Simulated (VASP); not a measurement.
# Si2W (I4/mmm) in VASP: relaxation of cell and atoms with PBE

Aim: the relaxation of cell and atoms of Si2W with PBE.

Program: VASP 6.6.1. These are calculated values, not measurements. Logs are shortened: lines on timing, memory, paths and dates and some standing lists are left out, and cuts for length are marked.

## Step 1: The cell of the first run

Symmetry: I4/mmm, No. 139, tetragonal system. Conventional cell: a = 3.212 Å, b = 3.212 Å, c = 7.880 Å, α = 90.00°, β = 90.00°, γ = 90.00°. Within 3.5 Å of Si (site symmetry 4mm) lie 9 Si at 2.62 to 3.21 Å and 5 W at 2.62 Å. Within 3.5 Å of W (site symmetry 4/mmm) lie 10 Si at 2.62 Å and 4 W at 3.21 Å.

## Step 2: Relaxation of cell and atoms, PBE

INCAR reads:

```
  ALGO = Normal
  EDIFF = 1E-6
  EDIFFG = -0.005
  ENCUT = 600
  GGA = PE
  IBRION = 2
  ISIF = 3
  ISMEAR = 0
  LASPH = T
  LCHARG = F
  LREAL = F
  LUSENCCL = F
  LWAVE = F
  NELM = 100
  NSW = 100
  PREC = Accurate
  SIGMA = 0.1
```

KPOINTS reads:

```
k-points
0
Gamma
  18 18 18
```

POSCAR reads:

```
Si2W
1.0
   -1.6060000000      1.6060000000      3.9400000000
    1.6060000000     -1.6060000000      3.9400000000
    1.6060000000      1.6060000000     -3.9400000000
Si W
2 1
Direct
    0.3330000000      0.3330000000      0.0000000000
    0.6670000000      0.6670000000      0.0000000000
    0.0000000000      0.0000000000      0.0000000000
```

Potentials or basis: VASP PAW PBE potentials, release 64 (Si, W_sv).

Command:

```sh
$ cat potpaw_PBE.64/Si/POTCAR potpaw_PBE.64/W_sv/POTCAR > POTCAR
$ mpirun -np 1 vasp_std > vasp.out
```

OUTCAR:

```text
EDIFF = 1E-6
   EDIFFG = -0.005
   ENCUT = 600
   GGA = PE
   IBRION = 2
   ISIF = 3
   ISMEAR = 0
   LASPH = T
   LREAL = F
   NELM = 100
   NSW = 100
   PREC = Accurate

 ion  position               nearest neighbor table
   1  0.333  0.333  0.000-   2 2.62   2 2.62   2 2.62   2 2.62   3 2.62   3 2.62   3 2.62   3 2.62
                             3 2.62   2 2.63
   2  0.667  0.667  0.000-   1 2.62   1 2.62   1 2.62   1 2.62   3 2.62   3 2.62   3 2.62   3 2.62
                             3 2.62   1 2.63
   3  0.000  0.000  0.000-   1 2.62   2 2.62   2 2.62   1 2.62   2 2.62   2 2.62   2 2.62   1 2.62
                             1 2.62   1 2.62

  LATTYP: Found a body centered tetragonal cell.
 ALAT       =     3.2120000000
 C/A-ratio  =     2.4533001245

  Lattice vectors:

 A1 = (  -1.6060000000,   1.6060000000,   3.9400000000)
 A2 = (   1.6060000000,  -1.6060000000,   3.9400000000)
 A3 = (   1.6060000000,   1.6060000000,  -3.9400000000)

Analysis of symmetry for initial positions (statically):
=====================================================================
 Subroutine PRICEL returns:
 Original cell was already a primitive cell.

 Routine SETGRP: Setting up the symmetry group for a
 body centered tetragonal supercell.

 Subroutine GETGRP returns: Found 16 space group operations
 (whereof 16 operations were pure point group operations)
 out of a pool of 16 trial point group operations.

The static configuration has the point symmetry D_4h.

Analysis of symmetry for dynamics (positions and initial velocities):
=====================================================================
 Subroutine PRICEL returns:
 Original cell was already a primitive cell.

 Routine SETGRP: Setting up the symmetry group for a
 body centered tetragonal supercell.

 Subroutine GETGRP returns: Found 16 space group operations
 (whereof 16 operations were pure point group operations)
 out of a pool of 16 trial point group operations.

The dynamic configuration has the point symmetry D_4h.

 Subroutine INISYM returns: Found 16 space group operations
 (whereof 16 operations are pure point group operations),
 and found     1 'primitive' translations

----------------------------------------------------------------------------------------

                                     Primitive cell

  volume of cell :      40.6488

  direct lattice vectors                    reciprocal lattice vectors
    -1.606000000  1.606000000  3.940000000     0.000000000  0.311332503  0.126903553
     1.606000000 -1.606000000  3.940000000     0.311332503  0.000000000  0.126903553
     1.606000000  1.606000000 -3.940000000     0.311332503  0.311332503  0.000000000

  length of vectors
     4.547754611  4.547754611  4.547754611     0.336202973  0.336202973  0.440290648

  position of ions in fractional coordinates (direct lattice)
     0.333000000  0.333000000  0.000000000
     0.667000000  0.667000000  0.000000000
     0.000000000  0.000000000  0.000000000

  ion indices of the primitive-cell ions
   primitive index   ion index
                 1           1
                 2           2
                 3           3

----------------------------------------------------------------------------------------

 KPOINTS: k-points

Automatic generation of k-mesh.
 Grid dimensions read from file:
 generate k-points for:   18   18   18

 Generating k-lattice:

  Cartesian coordinates                     Fractional coordinates (reciprocal lattice)
     0.000000000  0.017296250  0.007050197     0.055555556 -0.000000000  0.000000000
     0.017296250  0.000000000  0.007050197    -0.000000000  0.055555556  0.000000000
     0.017296250  0.017296250  0.000000000     0.000000000  0.000000000  0.055555556

  Length of vectors
     0.018677943  0.018677943  0.024460592

  Shift w.r.t. Gamma in fractional coordinates (k-lattice)
     0.000000000  0.000000000  0.000000000

 Subroutine IBZKPT returns following result:
 ===========================================

 Found    480 irreducible k-points:

 Following reciprocal coordinates:
            Coordinates               Weight
  0.000000  0.000000  0.000000      1.000000
  0.055556  0.000000  0.000000      8.000000
  0.111111  0.000000  0.000000      8.000000
  0.166667  0.000000  0.000000      8.000000
  0.222222  0.000000  0.000000      8.000000
  0.277778  0.000000  0.000000      8.000000
[... 16 lines left out ...]
 -0.277778  0.055556  0.000000     16.000000
 -0.222222  0.055556  0.000000     16.000000
 [... further k-points ...]
   k-points           NKPTS =    480   k-points in BZ     NKDIM =    480   number of bands    NBANDS=     15
   number of dos      NEDOS =    301   number of ions     NIONS =      3
   total plane-waves  NPLWV =  46656
   dimension x,y,z NGX =    36 NGY =   36 NGZ =   36
   dimension x,y,z NGXF=    72 NGYF=   72 NGZF=   72
   ions per type =               2   1
   NGX,Y,Z   is equivalent  to a cutoff of  13.16, 13.16, 13.16 a.u.
   NGXF,Y,Z  is equivalent  to a cutoff of  26.32, 26.32, 26.32 a.u.
 SYSTEM =  unknown system
   PREC   = accura    normal or accurate (medium, high low for compatibility)
   ISTART =      0    job   : 0-new  1-cont  2-samecut
   ICHARG =      2    charge: 1-file 2-atom 10-const
   ISPIN  =      1    spin polarized calculation?
   LNONCOLLINEAR =      F non collinear calculations
   LSORBIT =      F    spin-orbit coupling
   LASPH  =      T    aspherical Exc in radial PAW
   ENCUT  =  600.0 eV  44.10 Ry    6.64 a.u.   9.08  9.08  9.08*2*pi/ulx,y,z
   NELM   =    100;   NELMIN=  2; NELMDL= -5     # of ELM steps
   EDIFF  = 0.1E-05   stopping-criterion for ELM
   LREAL  =      F    real-space projection
   EDIFFG = -.5E-02   stopping-criterion for IOM
   NSW    =    100    number of steps for IOM
   IBRION =      2    ionic relax: 0-MD 1-quasi-New 2-CG
   NFREE  =      1    steps in history (QN), initial steepest desc. (CG)
   ISIF   =      3    stress and relaxation
   ISYM   =      2    0-nonsym 1-usesym 2-fastsym
   POTIM  = 0.5000    time-step for ionic-motion
   TEBEG  =    0.0;   TEEND  =   0.0 temperature during run
   PSTRESS=    0.0 pullay stress
   NELECT =      22.0000    total number of electrons
   NUPDOWN=      -1.0000    fix difference up-down
   EMIN   =  10.00;   EMAX   =-10.00  energy-range for DOS
   EFERMI =   0.00;   METHOD = LEGACY
   ISMEAR =     0;   SIGMA  =   0.10  broadening in eV -4-tet -1-fermi 0-gaus
   EFERMI_NEDOS =   21; number of points for ismear=-14 and -15
   IALGO  =     38    algorithm
   IMIX   =      4    mixing-type and parameters
     AMIX     =   0.40;   BMIX     =  1.00
     AMIX_MAG =   1.60;   BMIX_MAG =  1.00
  volume/ion in A,a.u.               =      13.55        91.44
  Fermi-wavevector in a.u.,A,eV,Ry     =   1.334136  2.521151 24.217250  1.779918
  Thomas-Fermi vector in A             =   2.462940
   LORBIT       =      0    0 simple, 1 ext, 2 COOP (PROOUT), +10 PAW based schemes
   GGA     = PE    functional components
   LHFCALC =     F    Hartree Fock is set to
   AEXX    =    0.0000 exact exchange contribution
   IVDW    =     0    specifies the selected vdW correction
   LEPSILON=     F    determine dielectric tensor
   LRPA    =     F    only Hartree local field effects (RPA)
 conjugate gradient relaxation of ions
 non-spin polarized calculation
 Gauss-broadening in eV      SIGMA  =   0.10
  energy-cutoff  :      600.00
  volume of cell :       40.65
 maximum number of plane-waves:      1380
   NGX = 19   NGY = 19   NGZ = 19

--------------------------------------- Ionic step        1  -------------------------------------------

 number of electron      21.9999999 magnetization

 Free energy of the ion-electron system (eV)
  ---------------------------------------------------
  ext. energy  EPLUGINS =         0.00000000
  ---------------------------------------------------
  free energy    TOTEN  =       -24.80951631 eV

  energy without entropy =      -24.80835529  energy(sigma->0) =      -24.80893580

------------------------ aborting loop because EDIFF is reached ----------------------------------------

  FORCE on cell =-STRESS in cart. coord.  units (eV):
  Direction    XX          YY          ZZ          XY          YZ          ZX
  --------------------------------------------------------------------------------------
  -------------------------------------------------------------------------------------
  Total        0.6751964      0.6751964     -0.0097539      0.0000000      0.0000000      0.0000000
  in kB       26.6129746     26.6129746     -0.3844505      0.0000000      0.0000000      0.0000000
  external PRESSURE =      17.6138329 kB  Pullay stress =       0.0000000 kB
[... 207 lines left out ...]
  energy  without entropy=      -24.8150596589  energy(sigma->0) =      -24.81551291

--------------------------------------- Ionic step        7  -------------------------------------------

 number of electron      22.0000000 magnetization

 Free energy of the ion-electron system (eV)
  ---------------------------------------------------
  ext. energy  EPLUGINS =         0.00000000
  ---------------------------------------------------
  free energy    TOTEN  =       -24.81597156 eV

  energy without entropy =      -24.81506492  energy(sigma->0) =      -24.81551824

 E-fermi :  11.7511     XC(G=0): -12.4586

 val. band max:       11.7313291893   @ k =  -0.3889   0.5000   0.3333
 cond. band min:      11.7883744143   @ k =  -0.3889  -0.4444   0.3889
 fundamental gap:      0.0570452250
 Fermi energy:        11.7511074991

 k-point     1 :       0.0000    0.0000    0.0000
  band No.  band energies     occupation
      1     -62.1349      2.00000
      2     -26.3812      2.00000
      3     -26.3682      2.00000
      4     -26.3682      2.00000
      5      -2.2059      2.00000
      6       4.9953      2.00000
      7       7.9930      2.00000
      8       8.5038      2.00000
      9       8.9452      2.00000
     10       8.9452      2.00000
     11      12.3526      0.00000
     12      14.3954      0.00000
     13      14.7315      0.00000
     14      14.7818      0.00000
     15      14.7818      0.00000
[... 397 lines left out ...]
 k-point    24 :      -0.2222    0.0556    0.0000
  band No.  band energies     occupation
      1     -62.1318      2.00000
      2     -26.4527      2.00000
      3     -26.3736      2.00000
      4     -26.3665      2.00000
      5      -1.3098      2.00000
      6       5.0884      2.00000
      7       6.4371      2.00000
      8       8.1830      2.00000
      9       8.9260      2.00000
     10       9.6406      2.00000
     11      10.3540      2.00000
     12      13.3045      0.00000
     13      13.9290      0.00000
     14      16.0976      0.00000
     15      16.2067      0.00000

 [... further k-points ...]
[... 5 lines left out ...]
  --------------------------------------------------------------------------------------
  -------------------------------------------------------------------------------------
  Total        0.0062240      0.0062240      0.0033092      0.0000000      0.0000000      0.0000000
  in kB        0.2430206      0.2430206      0.1292113      0.0000000      0.0000000      0.0000000
  external PRESSURE =       0.2050842 kB  Pullay stress =       0.0000000 kB
[... 18 lines left out ...]
  FREE ENERGIE OF THE ION-ELECTRON SYSTEM (eV)
  ---------------------------------------------------
  free  energy   TOTEN  =       -24.8159715627 eV

  energy  without entropy=      -24.8150649165  energy(sigma->0) =      -24.81551824

 reached required accuracy - stopping structural energy minimisation
```

Run time: 41 min. Hardware: 1 × NVIDIA H100 80GB with 1 thread of AMD EPYC 7R13 (Zen 3), shared host; peak memory 1.6 GiB.

Results:

```
Free energy                           : -24.8160 eV
Relaxed volume                        : 13.68 Å³/atom
Relaxed cell                          : a = 4.549 Å, b = 4.549 Å, c = 4.549 Å, α = 138.41°, β = 138.41°, γ = 60.28°
Space group after relaxing (to 0.1 Å) : I4/mmm (No. 139)
Energy gained by relaxing             : 2.2 meV/atom
Ionic steps                           : 7
Pressure after relaxing               : 0.0 GPa
Band gap on the k mesh                : zero (bands 11 and 12 overlap by 1.25 eV)
```

Step by step:
```tsv
step	energy change (eV)	largest force (eV/Å)	pressure (GPa)	volume (Å³)
1	0.0000	0.2186	1.76	40.65
2	-0.0020	0.0623	-2.53	41.53
3	-0.0053	0.1320	-0.69	41.14
4	-0.0060	0.0281	0.48	40.96
5	-0.0063	0.0288	0.06	41.02
6	-0.0064	0.0064	0.01	41.04
7	-0.0065	0.0002	0.02	41.03
```

Final structure:
```cif
data_structure
_symmetry_space_group_name_H-M 'P 1'
_symmetry_Int_Tables_number 1
_cell_length_a 4.5486
_cell_length_b 4.5486
_cell_length_c 4.5486
_cell_angle_alpha 138.410
_cell_angle_beta 138.410
_cell_angle_gamma 60.276
_cell_volume 41.03
loop_
_atom_site_label
_atom_site_type_symbol
_atom_site_fract_x
_atom_site_fract_y
_atom_site_fract_z
_atom_site_occupancy
Si1 Si 0.33456 0.33456 0.00000 1
Si2 Si 0.66544 0.66544 0.00000 1
W1 W 0.00000 0.00000 0.00000 1
```

Caveat: spin-orbit coupling is left out, which moves the levels of the heavy elements. PBE usually gives volumes a little too large and moduli too small.

The gap in the log of VASP goes by the Fermi energy; the results here count the filled bands.